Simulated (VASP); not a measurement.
# MgI2 (Cm) in VASP: notebook, part 2 of 2

VASP 6.6.1.

## Step 3: Single point, PBEsol

File INCAR:

```
SYSTEM = MgI2
PREC = Accurate ; ENCUT = 520
EDIFF = 1E-7 ; ISMEAR = 0
SIGMA = 0.05 ; LREAL = .False.
LASPH = .True. ; NELM = 60
ALGO = Normal ; ISIF = 2
LWAVE = .False. ; LCHARG = .False.
GGA = PS ; NBANDS = 15
```

File KPOINTS:

```
regular mesh
0
Gamma
  6 6 4
  0 0 0
```

File POSCAR:

```
MgI2
1.0
    4.1537001214      0.0000000000      0.0000000000
   -2.0768500607      3.5972098248      0.0000000000
    0.0000000000      0.0000000000      6.8620000000
Mg I
1 2
Direct
    0.0000000000      0.0000000000      0.0000000000
    0.2723672479      0.6361836240      0.8019590504
    0.6057005813      0.3028502906      0.2866990504
```

Potentials or basis: VASP PAW PBE potentials, release 64 (Mg, I).

Launch:

```sh
> cat potpaw_PBE.64/Mg/POTCAR potpaw_PBE.64/I/POTCAR > POTCAR
> mpirun -np 1 vasp_std > vasp.out
```

Wall time 46 s (1 thread of Intel Xeon Platinum 8488C (Sapphire Rapids), shared host); peak memory 0.26 GiB.

Results (log left out):

* Free energy: -8.0954 eV
* Pressure: 1.0 GPa
* Largest force: 1.841 eV/Å
* Band gap on the k mesh: 2.74 eV (least direct gap 2.76 eV)

Forces in eV/Å, atoms in the order of the input:
```
Mg  -0.520 -0.300  1.740
I    0.447  0.258 -1.067
I    0.073  0.042 -0.673
```

Stress tensor (GPa, compression positive):
```
 0.74 -1.02 -0.73
-1.02  1.92 -0.42
-0.73 -0.42  0.20
```

Levels at points of the mesh, in eV from the valence-band top:
```
           k point  band 4  band 5  band 6  band 7  band 8  band 9  band 10  band 11  band 12  band 13
(0.00, 0.00, 0.00)   -1.92   -1.58   -0.54   -0.13    0.00    2.76     4.16     5.62     5.87     6.84
(0.50, 0.00, 0.00)   -3.22   -2.64   -2.46   -1.38   -0.57    2.80     4.14     5.44     6.32     7.37
(0.00, 0.50, 0.00)   -3.12   -2.50   -2.41   -1.39   -0.62    2.85     4.26     5.25     6.38     7.45
(0.00, 0.00, 0.50)   -1.97   -1.90   -1.55   -0.16   -0.01    3.39     4.64     5.49     5.70     7.23
(0.50, 0.00, 0.50)   -3.60   -2.59   -1.75   -1.22   -0.69    2.80     4.02     5.05     5.85     7.10
(0.00, 0.50, 0.50)   -3.51   -2.39   -1.74   -1.24   -0.75    2.82     4.12     5.14     5.69     7.19
```

Caveat: the cell differs from its parent crystal (all I atoms moved +0.375 Å, as atom 2 towards its neighbour atom 3 (I) at 4.101 Å); the PAW data sets were made with another functional, which shifts forces and pressure a little; spin-orbit coupling is left out, which moves the levels of the heavy elements; this functional lacks dispersion, which binds the layers, so the pressure and a relaxed spacing across them are unreliable.

## Step 4: Single point, PBEsol

File INCAR:

```
ALGO = Normal
EDIFF = 1E-6
ENCUT = 520
GGA = PS
ISIF = 2
ISMEAR = 0
LASPH = T
LCHARG = T
LELF = T
LREAL = F
LVHAR = T
LWAVE = F
NBANDS = 15
NELM = 100
PREC = Accurate
SIGMA = 0.05
```

File KPOINTS:

```
k-points
0
Gamma
  6 6 4
```

File POSCAR:

```
MgI2
1.0
    4.1537001214      0.0000000000      0.0000000000
   -2.0768500607      3.5972098248      0.0000000000
    0.0000000000      0.0000000000      6.8620000000
Mg I
1 2
Direct
    0.0000000000      0.0000000000      0.0000000000
    0.3739773903      0.6869886951      0.7280772998
    0.7073107236      0.3536553618      0.2128172998
```

Launch:

```sh
> cat potpaw_PBE.64/Mg/POTCAR potpaw_PBE.64/I/POTCAR > POTCAR
> mpirun -np 1 vasp_std > vasp.out
```

It took 40 s on 1 thread of Intel Xeon Platinum 8488C (Sapphire Rapids), shared host; peak memory 0.26 GiB.

Results (log left out):

```
Free energy            : -8.2771 eV
Pressure               : 0.3 GPa
Largest force          : 1.205 eV/Å
Band gap on the k mesh : 3.06 eV (least direct gap 3.13 eV)
```

Forces in eV/Å, atoms in the order of the input:
```
Mg   0.328  0.189 -1.144
I   -0.079 -0.046  0.504
I   -0.249 -0.144  0.640
```

Stress tensor (GPa, compression positive):
```
 0.14 -0.44 -0.34
-0.44  0.65 -0.20
-0.34 -0.20  0.13
```

Levels at points of the mesh, in eV from the valence-band top:
```tsv
k point	band 6	band 7	band 8	band 9	band 10	band 11
(0.00, 0.00, 0.00)	-0.31	-0.10	0.00	3.13	4.35	6.07
(0.50, 0.00, 0.00)	-2.09	-1.20	-0.54	3.15	4.54	5.45
(0.00, 0.50, 0.00)	-1.99	-1.20	-0.57	3.17	4.64	5.33
(0.00, 0.00, 0.50)	-1.09	-0.14	-0.02	3.86	4.72	5.91
(0.50, 0.00, 0.50)	-1.50	-1.06	-0.68	3.10	4.47	5.28
(0.00, 0.50, 0.50)	-1.50	-1.07	-0.73	3.11	4.54	5.33
```

Caveat: the cell differs from its parent crystal (all I atoms moved -0.250 Å, as atom 2 towards its neighbour atom 3 (I) at 4.101 Å); the PAW data sets were made with another functional, which shifts forces and pressure a little; spin-orbit coupling is left out, which moves the levels of the heavy elements; this functional lacks dispersion, which binds the layers, so the pressure and a relaxed spacing across them are unreliable. A k mesh can miss the band edges.

## Step 5: Single point, PBEsol

File INCAR:

```
PREC = Accurate
ENCUT = 520
EDIFF = 1E-6
ISMEAR = 0
SIGMA = 0.05
LREAL = F
LASPH = T
NELM = 100
ALGO = Normal
ISIF = 2
LWAVE = F
LCHARG = F
GGA = PS
NBANDS = 15
```

File KPOINTS:

```
regular mesh
0
Gamma
  6 6 4
```

File POSCAR:

```
MgI2
1.0
    4.1537001214      0.0000000000      0.0000000000
   -2.0768500607      3.5972098248      0.0000000000
    0.0000000000      0.0000000000      6.8620000000
Mg I
1 2
Direct
    0.0000000000      0.0000000000      0.0000000000
    0.2622062337      0.6311031168      0.8093472254
    0.5955395670      0.2977697835      0.2940872254
```

Launch:

```sh
> cat potpaw_PBE.64/Mg/POTCAR potpaw_PBE.64/I/POTCAR > POTCAR
> mpirun -np 1 vasp_std > vasp.out
```

Run time: 36 s. Hardware: 1 thread of Intel Xeon Platinum 8488C (Sapphire Rapids), shared host; peak memory 0.26 GiB.

The run converged. Its results:

* Free energy: -7.9753 eV
* Pressure: 1.4 GPa
* Largest force: 2.169 eV/Å
* Band gap on the k mesh: 2.57 eV

Forces in eV/Å, atoms in the order of the input:
```
Mg  -0.626 -0.362  2.045
I    0.565  0.326 -1.301
I    0.062  0.036 -0.744
```

Stress tensor (GPa, compression positive):
```
 1.13 -1.42 -0.96
-1.42  2.76 -0.55
-0.96 -0.55  0.23
```

Levels at points of the mesh, in eV from the valence-band top:
| k point | band 4 | band 5 | band 6 | band 7 | band 8 | band 9 | band 10 | band 11 | band 12 | band 13 |
| --- | --- | --- | --- | --- | --- | --- | --- | --- | --- | --- |
| (0.00, 0.00, 0.00) | -2.22 | -1.81 | -0.65 | -0.14 | 0.00 | 2.57 | 4.07 | 5.40 | 5.69 | 6.73 |
| (0.50, 0.00, 0.00) | -3.31 | -2.92 | -2.55 | -1.45 | -0.58 | 2.62 | 3.96 | 5.43 | 6.20 | 7.26 |
| (0.00, 0.50, 0.00) | -3.20 | -2.69 | -2.52 | -1.47 | -0.63 | 2.68 | 4.09 | 5.21 | 6.29 | 7.35 |
| (0.00, 0.00, 0.50) | -2.21 | -2.06 | -1.77 | -0.17 | -0.01 | 3.17 | 4.59 | 5.29 | 5.53 | 7.13 |
| (0.50, 0.00, 0.50) | -3.69 | -2.88 | -1.86 | -1.28 | -0.69 | 2.65 | 3.81 | 4.94 | 5.83 | 6.98 |
| (0.00, 0.50, 0.50) | -3.59 | -2.63 | -1.84 | -1.31 | -0.75 | 2.67 | 3.92 | 5.06 | 5.65 | 7.10 |

Caveat: the cell differs from its parent crystal (all I atoms moved +0.438 Å, as atom 2 towards its neighbour atom 3 (I) at 4.101 Å); the PAW data sets were made with another functional, which shifts forces and pressure a little; spin-orbit coupling is left out, which moves the levels of the heavy elements; this functional lacks dispersion, which binds the layers, so the pressure and a relaxed spacing across them are unreliable. A k mesh can miss the band edges.

## Step 6: Single point, PBEsol

File INCAR:

```
SYSTEM = MgI2
ALGO     = Normal         ! electronic algorithm
EDIFF    = 1E-6           ! SCF threshold, eV
ENCUT    = 520            ! plane-wave cutoff, eV
GGA      = PS             ! functional
ISIF     = 2              ! what is computed and relaxed
ISMEAR   = 0              ! smearing method
LASPH    = .TRUE.         ! aspherical terms in the spheres
LCHARG   = .FALSE.        ! write CHGCAR
LREAL    = .FALSE.        ! projectors in reciprocal space
LWAVE    = .FALSE.        ! write WAVECAR
NBANDS   = 15             ! bands
NELM     = 60             ! most SCF steps
PREC     = Accurate       ! precision mode
SIGMA    = 0.05           ! smearing width, eV
```

File KPOINTS:

```
k-points
0
G
  6 6 4
  0 0 0
```

File POSCAR:

```
MgI2
1.0
    4.1537001214      0.0000000000      0.0000000000
   -2.0768500607      3.5972098248      0.0000000000
    0.0000000000      0.0000000000      6.8620000000
Mg I
1 2
Direct
    0.0000000000      0.0000000000      0.0000000000
    0.2825282622      0.6412641311      0.7945708753
    0.6158615955      0.3079307977      0.2793108753
```

Potentials or basis: VASP PAW PBE potentials, release 64 (Mg, I).

Launch:

```sh
> cat potpaw_PBE.64/Mg/POTCAR potpaw_PBE.64/I/POTCAR > POTCAR
> mpirun -np 1 vasp_std > vasp.out
```

Wall time 36 s (1 thread of Intel Xeon Platinum 8488C (Sapphire Rapids), shared host); peak memory 0.26 GiB.

Results (log left out):

| Item | Value |
| --- | --- |
| Free energy | -8.1959 eV |
| Pressure | 0.6 GPa |
| Largest force | 1.519 eV/Å |
| Band gap on the k mesh | 2.91 eV (least direct gap 2.95 eV) |

Forces in eV/Å, atoms in the order of the input:
```
Mg  -0.421 -0.243  1.439
I    0.342  0.197 -0.846
I    0.079  0.046 -0.593
```

Stress tensor (GPa, compression positive):
```
 0.41 -0.70 -0.52
-0.70  1.22 -0.30
-0.52 -0.30  0.17
```

Levels at points of the mesh, in eV from the valence-band top:
```tsv
k point	band 5	band 6	band 7	band 8	band 9	band 10	band 11	band 12
(0.00, 0.00, 0.00)	-1.35	-0.43	-0.12	0.00	2.95	4.25	5.85	6.04
(0.50, 0.00, 0.00)	-2.36	-2.35	-1.29	-0.56	2.98	4.33	5.44	6.44
(0.00, 0.50, 0.00)	-2.37	-2.21	-1.30	-0.60	3.01	4.45	5.29	6.48
(0.00, 0.00, 0.50)	-1.60	-1.32	-0.15	-0.02	3.62	4.68	5.70	5.87
(0.50, 0.00, 0.50)	-2.30	-1.63	-1.14	-0.69	2.96	4.25	5.17	5.86
(0.00, 0.50, 0.50)	-2.15	-1.62	-1.15	-0.74	2.97	4.33	5.24	5.73
```

Caveat: the cell differs from its parent crystal (all I atoms moved +0.312 Å, as atom 2 towards its neighbour atom 3 (I) at 4.101 Å); the PAW data sets were made with another functional, which shifts forces and pressure a little; spin-orbit coupling is left out, which moves the levels of the heavy elements; this functional lacks dispersion, which binds the layers, so the pressure and a relaxed spacing across them are unreliable. A k mesh can miss the band edges.

## Step 7: Overview

```csv
cell,gap on the mesh (eV),pressure (GPa),largest force (eV/Å)
"as given, atomic positions A",2.38,1.9,2.50
"as given, atomic positions B",2.74,1.0,1.84
"as given, atomic positions C",3.06,0.3,1.21
"as given, atomic positions D",2.57,1.4,2.17
"as given, atomic positions E",2.91,0.6,1.52
```

Alike in all rows: task single point; level PBEsol; potentials or basis VASP PAW PBE potentials, release 64 (Mg, I); no spin polarisation; k mesh 6 × 6 × 4; cutoff (eV) 520; smearing gaussian 0.05 eV.

Caveats: the PAW data sets were made with another functional, which shifts forces and pressure a little; spin-orbit coupling is left out, which moves the levels of the heavy elements; this functional lacks dispersion, which binds the layers, so the pressure and a relaxed spacing across them are unreliable.

Absolute energies hang on the potentials; compare differences alone.
